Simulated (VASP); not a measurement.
Runs of VASP 6.6.1 on P. The structure is that of space group Pmna (No. 53), or close to it. The cells are those of the table. 

| cell | gap on the mesh (eV) | largest force (eV/Å) |
| --- | --- | --- |
| a = 3.120, b = 33.114, c = 4.864 Å, 4 atoms | 1.36 | 1.13 |
| a = 3.284, b = 34.857, c = 4.400 Å, 4 atoms | (a) | 0.79 |
| a = 3.284, b = 34.857, c = 4.864 Å, 4 atoms | 1.44 | 0.70 |
| a = 3.448, b = 36.600, c = 4.400 Å, 4 atoms | 0.60 | 0.91 |

Alike in all rows: task single point; level r2SCAN; potentials or basis VASP PAW PBE potentials, release 64 (P); no spin polarisation; k mesh 8 × 1 × 6; cutoff (eV) 520; smearing gaussian 0.05 eV.

**Question.** Fill in the values left out.

**Answer.** (a) 0.82.

Caveats: there is no dipole correction, which matters where the two faces differ; the PAW data sets were made with another functional, which shifts forces and pressure a little.

A k mesh can miss the band edges.
